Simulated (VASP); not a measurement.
Wanted: the native input for a VASP 6.6.1 run.

```
Task                   : single point
Functional             : PBE
Potentials or basis    : VASP PAW PBE potentials, release 64 (Si, Ni)
Cutoff                 : 520 eV
k mesh                 : 16 × 16 × 16
Occupations            : gaussian, width 0.15 eV
Spin                   : no spin polarisation
Dipole correction      : no
Further INCAR settings : ALGO = Normal; EDIFF = 1e-07; NBANDS = 16
```

The structure of Si2Ni lies in POSCAR:

```
Si2Ni
1.0
    0.0000000000      2.4264072065      3.4309397899
    2.4264072065      0.0000000000      3.4309397899
    2.4264072065      2.4264072065      0.0000000000
Si Ni
2 1
Direct
    0.2500000000      0.2500000000      0.2500000000
    0.7500000000      0.7500000000      0.7500000000
    0.0000000000      0.0000000000      0.0000000000
```

This cell differs from its parent crystal: ratio of the length along z to the lengths across it x 1.414, volume and fractional coordinates fixed.

The input as run:

INCAR

```
ALGO = Normal
EDIFF = 1E-7
ENCUT = 520
GGA = PE
ISIF = 2
ISMEAR = 0
LASPH = T
LCHARG = F
LREAL = F
LWAVE = F
NBANDS = 16
NELM = 80
PREC = Accurate
SIGMA = 0.15
```

KPOINTS

```
k-points
0
Gamma
  16 16 16
```

Potentials or basis: VASP PAW PBE potentials, release 64 (Si, Ni).

Launch:

```sh
$ cat potpaw_PBE.64/Si/POTCAR potpaw_PBE.64/Ni/POTCAR > POTCAR
$ mpirun -np 1 vasp_std > vasp.out
```

It gave:

The pressure is 4.9 GPa and the band gap on the k mesh is zero (band 9 reaches 10.81 eV, above the bottom of band 10 at 9.02 eV).

Run time: 2.1 min on 1 thread of Intel(R) Xeon(R) Platinum 8488C (Sapphire Rapids), with other jobs on the host, peak memory 0.34 GiB.
